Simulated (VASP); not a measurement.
Input of a VASP 6.6.1 run:

Contents of INCAR:

```
SYSTEM = Si2I
  PREC = Accurate
  ENCUT = 600
  EDIFF = 1E-7
  ISMEAR = 0
  SIGMA = 0.1
  LREAL = .False.
  LASPH = .True.
  NELM = 60
  ALGO = Normal
  ISIF = 3
  LWAVE = .False.
  LCHARG = .False.
  GGA = PE
  IBRION = 2
  NSW = 90
  EDIFFG = -0.04
```

File KPOINTS:

```
Automatic mesh
0
Gamma
  4 4 4
  0 0 0
```

File POSCAR:

```
Si2I
1.0
    0.0000000000      4.1445494300      4.1445494300
    4.1445494300      0.0000000000      4.1445494300
    4.1445494300      4.1445494300      0.0000000000
Si I
4 2
Direct
    0.6250000000      0.6250000000      0.1250000000
    0.6250000000      0.1250000000      0.6250000000
    0.6250000000      0.6250000000      0.6250000000
    0.1250000000      0.6250000000      0.6250000000
    0.2500000000      0.2500000000      0.2500000000
    0.0000000000      0.0000000000      0.0000000000
```

Potentials or basis: VASP PAW PBE potentials, release 64 (Si, I).

Command:

```console
$ cat potpaw_PBE.64/Si/POTCAR potpaw_PBE.64/I/POTCAR > POTCAR
$ mpirun -np 1 vasp_std > vasp.out
```

(1) Predict the band gap on the k mesh.

(2) What does it give for the space group after relaxing (to 0.05 Å)?

(3) What does it give for the relaxed volume?

## Answers

(1) zero (band 15 reaches 7.98 eV, above the bottom of band 16 at 7.11 eV).

(2) Fd-3m (No. 227).

(3) 21.39 Å³/atom.

Caveat: spin-orbit coupling is left out, which moves the levels of the heavy elements.
